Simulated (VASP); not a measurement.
Runs of VASP 6.6.1 on Sb. The structure is cubic, space group Pm-3m (No. 221). Conventional cell: a = 3.160 Å, b = 3.160 Å, c = 3.160 Å, α = 90.00°, β = 90.00°, γ = 90.00°. Within 4.2 Å of Sb (site symmetry m-3m) lie 6 Sb at 3.16 Å. This isn't the form of Sb at room conditions, which is rhombohedral.

```csv
task,level,k mesh,cutoff (eV),smearing,grid for exact exchange (PRECFOCK),second try,share of exact exchange,gap on the mesh (eV),pressure (GPa)
single point,r2SCAN0,5 × 5 × 5,500,fermi-dirac 0.05 eV,Normal,not_converged,0.25,none,-5.9
electric field gradients,B3LYP+D3(BJ),5 × 5 × 5,400,gaussian 0.1 eV,Normal,not_converged,0.2,none,-6.1
single point,r2SCAN+D4,8 × 8 × 8,550,fermi-dirac 0.01 eV,-,-,-,none,-4.1
single point,r2SCAN-based global hybrid with 35 % exact exchange,5 × 5 × 5,500,fermi-dirac 0.05 eV,Normal,not_converged,0.35,none,(b)
single point,r2SCAN-based global hybrid with 15 % exact exchange,5 × 5 × 5,500,fermi-dirac 0.05 eV,Normal,not_converged,0.15,none,(a)
```

Alike in all rows: potentials or basis VASP PAW PBE potentials, release 64 (Sb); no spin polarisation; cell as given.

Q: Fill in the values left out.

A: (a) -4.7; (b) -7.1.

Caveats: some runs use coarse meshes; the PAW data sets were made with another functional, which shifts forces and pressure a little; spin-orbit coupling is left out, which moves the levels of the heavy elements; an odd number of electrons without spin polarisation forces a metal; a magnetic or distorted state may lie lower; the cell stands under tension (at least some runs).

A k mesh can miss the band edges, and the runs leave out spin-orbit coupling on Sb.

A gap of «none» marks levels without a gap at the run's occupations.
